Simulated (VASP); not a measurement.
# LaTe (Pm-3m) in VASP: further runs

Runs on LaTe. Level: LDA. Tasks: single point, relaxation of cell and atoms.

Program: VASP 6.6.1. These are calculated values, not measurements. Logs are shortened: lines on timing, memory, paths and dates and some standing lists are left out, and cuts for length are marked.

### 1 The cell of the first run

The structure is cubic, space group Pm-3m (No. 221). The conventional cell has a = 3.841 Å, b = 3.841 Å, c = 3.841 Å, α = 90.00°, β = 90.00°, γ = 90.00°. La (site symmetry m-3m) has 8 Te at 3.33 Å and 6 La at 3.84 Å within 4.4 Å. Within 4.4 Å of Te (site symmetry m-3m) lie 8 La at 3.33 Å and 6 Te at 3.84 Å.

### 2 Single point, LDA

File INCAR:

```
SYSTEM = LaTe
ALGO = Normal ; EDIFF = 1E-6
ENCUT = 520 ; GGA = CA
ISIF = 2 ; ISMEAR = -1
LASPH = .TRUE. ; LCHARG = .TRUE.
LELF = .TRUE. ; LREAL = .FALSE.
LVHAR = .TRUE. ; LWAVE = .FALSE.
NBANDS = 16 ; NELM = 80
PREC = Accurate ; SIGMA = 0.05
```

File KPOINTS:

```
k-points
0
G
  11 11 11
  0 0 0
```

File POSCAR:

```
LaTe
1.0
    3.8413278265      0.0000000000      0.0000000000
    0.0000000000      3.8413278265      0.0000000000
    0.0000000000      0.0000000000      3.8413278265
La Te
1 1
Direct
    0.0000000000      0.0000000000      0.0000000000
    0.5000000000      0.5000000000      0.5000000000
```

Potentials or basis: VASP PAW LDA potentials, release 64 (La, Te).

On the command line:

```sh
cat potpaw_LDA.64/La/POTCAR potpaw_LDA.64/Te/POTCAR > POTCAR
mpirun -np 1 vasp_std > vasp.out
```

OUTCAR:

```text
SYSTEM = LaTe
   EDIFF = 1E-6
   ENCUT = 520
   GGA = CA
   ISIF = 2
   ISMEAR = -1
   LASPH = .TRUE.
   LREAL = .FALSE.
   NELM = 80
   PREC = Accurate

 ion  position               nearest neighbor table
   1  0.000  0.000  0.000-   2 3.33   2 3.33   2 3.33   2 3.33   2 3.33   2 3.33   2 3.33   2 3.33

   2  0.500  0.500  0.500-   1 3.33   1 3.33   1 3.33   1 3.33   1 3.33   1 3.33   1 3.33   1 3.33

  LATTYP: Found a simple cubic cell.
 ALAT       =     3.8413278265

  Lattice vectors:

 A1 = (   3.8413278265,   0.0000000000,   0.0000000000)
 A2 = (   0.0000000000,   3.8413278265,   0.0000000000)
 A3 = (   0.0000000000,   0.0000000000,   3.8413278265)

Analysis of symmetry for initial positions (statically):
=====================================================================
 Subroutine PRICEL returns:
 Original cell was already a primitive cell.

 Routine SETGRP: Setting up the symmetry group for a
 simple cubic supercell.

 Subroutine GETGRP returns: Found 48 space group operations
 (whereof 48 operations were pure point group operations)
 out of a pool of 48 trial point group operations.

The static configuration has the point symmetry O_h .

Analysis of symmetry for dynamics (positions and initial velocities):
=====================================================================
 Subroutine PRICEL returns:
 Original cell was already a primitive cell.

 Routine SETGRP: Setting up the symmetry group for a
 simple cubic supercell.

 Subroutine GETGRP returns: Found 48 space group operations
 (whereof 48 operations were pure point group operations)
 out of a pool of 48 trial point group operations.

The dynamic configuration has the point symmetry O_h .

 Subroutine INISYM returns: Found 48 space group operations
 (whereof 48 operations are pure point group operations),
 and found     1 'primitive' translations

----------------------------------------------------------------------------------------

                                     Primitive cell

  volume of cell :      56.6819

  direct lattice vectors                    reciprocal lattice vectors
     3.841327827  0.000000000  0.000000000     0.260326649  0.000000000  0.000000000
     0.000000000  3.841327827  0.000000000     0.000000000  0.260326649  0.000000000
     0.000000000  0.000000000  3.841327827     0.000000000  0.000000000  0.260326649

  length of vectors
     3.841327827  3.841327827  3.841327827     0.260326649  0.260326649  0.260326649

  position of ions in fractional coordinates (direct lattice)
     0.000000000  0.000000000  0.000000000
     0.500000000  0.500000000  0.500000000

  ion indices of the primitive-cell ions
   primitive index   ion index
                 1           1
                 2           2

----------------------------------------------------------------------------------------

 KPOINTS: k-points

Automatic generation of k-mesh.
 Grid dimensions read from file:
 generate k-points for:   11   11   11

 Generating k-lattice:

  Cartesian coordinates                     Fractional coordinates (reciprocal lattice)
     0.023666059  0.000000000  0.000000000     0.090909091  0.000000000  0.000000000
     0.000000000  0.023666059  0.000000000     0.000000000  0.090909091  0.000000000
     0.000000000  0.000000000  0.023666059     0.000000000  0.000000000  0.090909091

  Length of vectors
     0.023666059  0.023666059  0.023666059

  Shift w.r.t. Gamma in fractional coordinates (k-lattice)
     0.000000000  0.000000000  0.000000000

 Subroutine IBZKPT returns following result:
 ===========================================

 Found     56 irreducible k-points:

 Following reciprocal coordinates:
            Coordinates               Weight
  0.000000  0.000000  0.000000      1.000000
  0.090909  0.000000  0.000000      6.000000
  0.181818  0.000000  0.000000      6.000000
  0.272727  0.000000  0.000000      6.000000
  0.363636  0.000000  0.000000      6.000000
  0.454545  0.000000  0.000000      6.000000
[... 16 lines left out ...]
  0.181818  0.090909  0.090909     24.000000
  0.272727  0.090909  0.090909     24.000000
 [... further k-points ...]
   k-points           NKPTS =     56   k-points in BZ     NKDIM =     56   number of bands    NBANDS=     16
   number of dos      NEDOS =    301   number of ions     NIONS =      2
   total plane-waves  NPLWV =  27000
   dimension x,y,z NGX =    30 NGY =   30 NGZ =   30
   dimension x,y,z NGXF=    60 NGYF=   60 NGZF=   60
   ions per type =               1   1
   NGX,Y,Z   is equivalent  to a cutoff of  12.98, 12.98, 12.98 a.u.
   NGXF,Y,Z  is equivalent  to a cutoff of  25.97, 25.97, 25.97 a.u.
 SYSTEM =  LaTe
   PREC   = accura    normal or accurate (medium, high low for compatibility)
   ISTART =      0    job   : 0-new  1-cont  2-samecut
   ICHARG =      2    charge: 1-file 2-atom 10-const
   ISPIN  =      1    spin polarized calculation?
   LNONCOLLINEAR =      F non collinear calculations
   LSORBIT =      F    spin-orbit coupling
   LASPH  =      T    aspherical Exc in radial PAW
   ENCUT  =  520.0 eV  38.22 Ry    6.18 a.u.   7.14  7.14  7.14*2*pi/ulx,y,z
   NELM   =     80;   NELMIN=  2; NELMDL= -5     # of ELM steps
   EDIFF  = 0.1E-05   stopping-criterion for ELM
   LREAL  =      F    real-space projection
   EDIFFG = 0.1E-04   stopping-criterion for IOM
   NSW    =      0    number of steps for IOM
   IBRION =     -1    ionic relax: 0-MD 1-quasi-New 2-CG
   NFREE  =      0    steps in history (QN), initial steepest desc. (CG)
   ISIF   =      2    stress and relaxation
   ISYM   =      2    0-nonsym 1-usesym 2-fastsym
   POTIM  = 0.5000    time-step for ionic-motion
   TEBEG  =    0.0;   TEEND  =   0.0 temperature during run
   PSTRESS=    0.0 pullay stress
   NELECT =      17.0000    total number of electrons
   NUPDOWN=      -1.0000    fix difference up-down
   EMIN   =  10.00;   EMAX   =-10.00  energy-range for DOS
   EFERMI =   0.00;   METHOD = LEGACY
   ISMEAR =    -1;   SIGMA  =   0.05  broadening in eV -4-tet -1-fermi 0-gaus
   EFERMI_NEDOS =   21; number of points for ismear=-14 and -15
   IALGO  =     38    algorithm
   IMIX   =      4    mixing-type and parameters
     AMIX     =   0.40;   BMIX     =  1.00
     AMIX_MAG =   1.60;   BMIX_MAG =  1.00
  volume/ion in A,a.u.               =      28.34       191.25
  Fermi-wavevector in a.u.,A,eV,Ry     =   1.095830  2.070818 16.338460  1.200843
  Thomas-Fermi vector in A             =   2.232161
   LORBIT       =      0    0 simple, 1 ext, 2 COOP (PROOUT), +10 PAW based schemes
   GGA     = CA    functional components
   LHFCALC =     F    Hartree Fock is set to
   AEXX    =    0.0000 exact exchange contribution
   IVDW    =     0    specifies the selected vdW correction
   LEPSILON=     F    determine dielectric tensor
   LRPA    =     F    only Hartree local field effects (RPA)
 non-spin polarized calculation
  energy-cutoff  :      520.00
  volume of cell :       56.68
 maximum number of plane-waves:      1551
 NGX is ok and might be reduce to    30
   NGX = 15   NGY = 15   NGZ = 15

 number of electron      17.0000000 magnetization

 Free energy of the ion-electron system (eV)
  ---------------------------------------------------
  ext. energy  EPLUGINS =         0.00000000
  ---------------------------------------------------
  free energy    TOTEN  =       -12.45378394 eV

  energy without entropy =      -12.43722553  energy(sigma->0) =      -12.44550474

 E-fermi :   9.7571     XC(G=0): -10.5548

 val. band max:        9.7479580019   @ k =   0.4545   0.1818   0.0909
 cond. band min:       9.7702285755   @ k =   0.3636   0.2727   0.0000
 fundamental gap:      0.0222705736
 Fermi energy:         9.7570877362

 k-point     1 :       0.0000    0.0000    0.0000
  band No.  band energies     occupation
      1     -23.1464      2.00000
      2      -6.6760      2.00000
      3      -6.6760      2.00000
      4      -6.6760      2.00000
      5      -2.6979      2.00000
      6       8.3548      2.00000
[... 8 lines left out ...]
     15      11.9193      0.00000
     16      11.9193      0.00000

 k-point     2 :       0.0909    0.0000    0.0000
  band No.  band energies     occupation
      1     -23.1418      2.00000
      2      -6.7651      2.00000
      3      -6.6685      2.00000
      4      -6.6685      2.00000
      5      -2.5884      2.00000
      6       7.5445      2.00000
[... 8 lines left out ...]
     15      11.8420      0.00000
     16      11.8422      0.00000

 k-point     3 :       0.1818    0.0000    0.0000
  band No.  band energies     occupation
      1     -23.1295      2.00000
      2      -6.9870      2.00000
      3      -6.6482      2.00000
      4      -6.6482      2.00000
      5      -2.3004      2.00000
      6       6.5204      2.00000
[... 8 lines left out ...]
     15      11.7200      0.00000
     16      11.7200      0.00000

 k-point     4 :       0.2727    0.0000    0.0000
  band No.  band energies     occupation
      1     -23.1133      2.00000
      2      -7.2488      2.00000
      3      -6.6214      2.00000
      4      -6.6214      2.00000
      5      -1.9219      2.00000
      6       5.5124      2.00000
[... 8 lines left out ...]
     15      11.6457      0.00000
     16      11.6457      0.00000

 k-point     5 :       0.3636    0.0000    0.0000
  band No.  band energies     occupation
      1     -23.0984      2.00000
      2      -7.4680      2.00000
      3      -6.5964      2.00000
      4      -6.5964      2.00000
      5      -1.5549      2.00000
      6       4.6979      2.00000
[... 8 lines left out ...]
     15      11.6169      0.00000
     16      11.6169      0.00000

 k-point     6 :       0.4545    0.0000    0.0000
  band No.  band energies     occupation
      1     -23.0894      2.00000
      2      -7.5905      2.00000
      3      -6.5815      2.00000
      4      -6.5815      2.00000
      5      -1.3185      2.00000
      6       4.2306      2.00000
[... 8 lines left out ...]
     15      11.6103      0.00000
     16      11.6103      0.00000

 k-point     7 :       0.0909    0.0909    0.0000
  band No.  band energies     occupation
      1     -23.1372      2.00000
      2      -6.7822      2.00000
      3      -6.7281      2.00000
      4      -6.6612      2.00000
      5      -2.4885      2.00000
      6       7.4668      2.00000
[... 8 lines left out ...]
     15      11.7607      0.00000
     16      11.8049      0.00000

 k-point     8 :       0.1818    0.0909    0.0000
  band No.  band energies     occupation
      1     -23.1250      2.00000
      2      -6.9793      2.00000
      3      -6.7214      2.00000
      4      -6.6414      2.00000
      5      -2.2262      2.00000
      6       6.5148      2.00000
[... 8 lines left out ...]
     15      11.6796      0.00000
     16      11.7231      0.00000

 k-point     9 :       0.2727    0.0909    0.0000
  band No.  band energies     occupation
      1     -23.1089      2.00000
      2      -7.2331      2.00000
      3      -6.6907      2.00000
      4      -6.6152      2.00000
      5      -1.8834      2.00000
      6       5.5546      2.00000
[... 8 lines left out ...]
     15      11.6206      0.00000
     16      11.6549      0.00000
[... 172 lines left out ...]
 k-point    19 :       0.3636    0.3636    0.0000
  band No.  band energies     occupation
      1     -23.0529      2.00000
      2      -7.2693      2.00000
      3      -7.1901      2.00000
      4      -6.5387      2.00000
      5      -1.6262      2.00000
      6       5.5905      2.00000
[... 8 lines left out ...]
     15      11.4526      0.00000
     16      11.6833      0.00000

 k-point    20 :       0.4545    0.3636    0.0000
  band No.  band energies     occupation
      1     -23.0444      2.00000
      2      -7.3366      2.00000
      3      -7.1814      2.00000
      4      -6.5279      2.00000
      5      -1.6550      2.00000
      6       5.6878      2.00000
[... 8 lines left out ...]
     15      11.5055      0.00000
     16      11.6220      0.00000

 k-point    21 :       0.4545    0.4545    0.0000
  band No.  band energies     occupation
      1     -23.0360      2.00000
      2      -7.2893      2.00000
      3      -7.2785      2.00000
      4      -6.5179      2.00000
      5      -1.7273      2.00000
      6       6.0460      2.00000
[... 8 lines left out ...]
     15      11.4984      0.00000
     16      11.6008      0.00000

 k-point    22 :       0.0909    0.0909    0.0909
  band No.  band energies     occupation
      1     -23.1327      2.00000
      2      -6.7963      2.00000
      3      -6.7202      2.00000
      4      -6.7202      2.00000
      5      -2.3975      2.00000
      6       7.4606      2.00000
[... 8 lines left out ...]
     15      11.7077      0.00000
     16      11.8887      0.00000

 k-point    23 :       0.1818    0.0909    0.0909
  band No.  band energies     occupation
      1     -23.1206      2.00000
      2      -6.9718      2.00000
      3      -6.7273      2.00000
      4      -6.6989      2.00000
      5      -2.1585      2.00000
      6       6.5415      2.00000
[... 8 lines left out ...]
     15      11.6542      0.00000
     16      11.7461      0.00000

 k-point    24 :       0.2727    0.0909    0.0909
  band No.  band energies     occupation
      1     -23.1045      2.00000
      2      -7.2177      2.00000
      3      -6.6963      2.00000
      4      -6.6706      2.00000
      5      -1.8478      2.00000
      6       5.6126      2.00000
[... 8 lines left out ...]
     15      11.6105      0.00000
     16      11.6603      0.00000

 [... further k-points ...]

------------------------ aborting loop because EDIFF is reached ----------------------------------------

  FORCE on cell =-STRESS in cart. coord.  units (eV):
  Direction    XX          YY          ZZ          XY          YZ          ZX
  --------------------------------------------------------------------------------------
  -------------------------------------------------------------------------------------
  Total        0.0084603      0.0084603      0.0084603     -0.0000000      0.0000000     -0.0000000
  in kB        0.2391400      0.2391400      0.2391400     -0.0000000      0.0000000     -0.0000000
  external PRESSURE =       0.2391400 kB  Pullay stress =       0.0000000 kB

 VOLUME and BASIS-vectors are now :
 -----------------------------------------------------------------------------
  energy-cutoff  :      520.00
  volume of cell :       56.68
      direct lattice vectors                 reciprocal lattice vectors
     3.841327827  0.000000000  0.000000000     0.260326649  0.000000000  0.000000000
     0.000000000  3.841327827  0.000000000     0.000000000  0.260326649  0.000000000
     0.000000000  0.000000000  3.841327827     0.000000000  0.000000000  0.260326649

 POSITION                                       TOTAL-FORCE (eV/Angst)
 -----------------------------------------------------------------------------------
      0.00000      0.00000      0.00000         0.000000      0.000000      0.000000
      1.92066      1.92066      1.92066         0.000000      0.000000      0.000000
 -----------------------------------------------------------------------------------
    total drift:                               -0.000000     -0.000000     -0.000000

  FREE ENERGIE OF THE ION-ELECTRON SYSTEM (eV)
  ---------------------------------------------------
  free  energy   TOTEN  =       -12.4537839382 eV

  energy  without entropy=      -12.4372255335  energy(sigma->0) =      -12.44550474
```

Run time: 18 s. Hardware: 1 thread of Intel Xeon 6975P-C (Granite Rapids), shared host; peak memory 0.2 GiB.

What came out:

| Property | Result |
| --- | --- |
| Free energy | -12.4538 eV |
| Pressure | 0.0 GPa |

Caveat: spin-orbit coupling is left out, which moves the levels of the heavy elements.

### 3 Relaxation of cell and atoms, LDA

This run uses another cell than the first one, of 30.49 Å³/atom, 1.076 times its volume.

File INCAR:

```
ALGO     = Normal         # electronic algorithm
EDIFF    = 1E-7           # SCF threshold, eV
EDIFFG   = -0.01          # ionic threshold
ENCUT    = 600            # plane-wave cutoff, eV
GGA      = CA             # functional
IBRION   = 2              # ionic algorithm
ISIF     = 3              # what is computed and relaxed
ISMEAR   = -1             # smearing method
LASPH    = True           # aspherical terms in the spheres
LCHARG   = False          # write CHGCAR
LREAL    = False          # projectors in reciprocal space
LWAVE    = False          # write WAVECAR
NELM     = 100            # most SCF steps
NSW      = 80             # ionic steps
PREC     = Accurate       # precision mode
SIGMA    = 0.05           # smearing width, eV
```

File KPOINTS:

```
k-points
0
Gamma
  11 11 11
```

File POSCAR:

```
LaTe
1.0
    3.9360920000      0.0000000000      0.0000000000
    0.0000000000      3.9360920000      0.0000000000
    0.0000000000      0.0000000000      3.9360920000
La Te
1 1
Direct
    0.0000000000      0.0000000000      0.0000000000
    0.5000000000      0.5000000000      0.5000000000
```

Potentials or basis: VASP PAW LDA potentials, release 64 (La, Te).

On the command line:

```sh
cat potpaw_LDA.64/La/POTCAR potpaw_LDA.64/Te/POTCAR > POTCAR
mpirun -np 1 vasp_std > vasp.out
```

Run time: 36 s. Hardware: 1 thread of Intel Xeon 6975P-C (Granite Rapids), shared host; peak memory 0.21 GiB.

Results (log left out):

- Free energy: -12.4541 eV
- Relaxed volume: 28.36 Å³/atom
- Relaxed cell: a = 3.842 Å, b = 3.842 Å, c = 3.842 Å, α = 90.00°, β = 90.00°, γ = 90.00°
- Space group after relaxing (to 0.05 Å): Pm-3m (No. 221)
- Energy gained by relaxing: 30.8 meV/atom
- Ionic steps: 3
- Pressure after relaxing: 0.0 GPa

Step by step:
```csv
step,energy change (eV),largest force (eV/Å),pressure (GPa),volume (Å³)
1,0.0000,0.0000,-4.33,60.98
2,-0.0309,0.0000,3.80,54.00
3,-0.0616,0.0000,-0.02,56.73
```

Final structure:
```
La Te
1.0
     3.84230    0.00000    0.00000
     0.00000    3.84230    0.00000
     0.00000    0.00000    3.84230
La Te
1 1
Direct
  0.00000 0.00000 0.00000
  0.50000 0.50000 0.50000
```

Levels at points of the mesh, in eV from the Fermi level:
| k point | band 7 | band 8 | band 9 | band 10 | band 11 | band 12 |
| --- | --- | --- | --- | --- | --- | --- |
| (0.00, 0.00, 0.00) | -1.40 | -1.40 | -1.36 | -1.36 | 1.48 | 1.48 |

Caveat: spin-orbit coupling is left out, which moves the levels of the heavy elements.
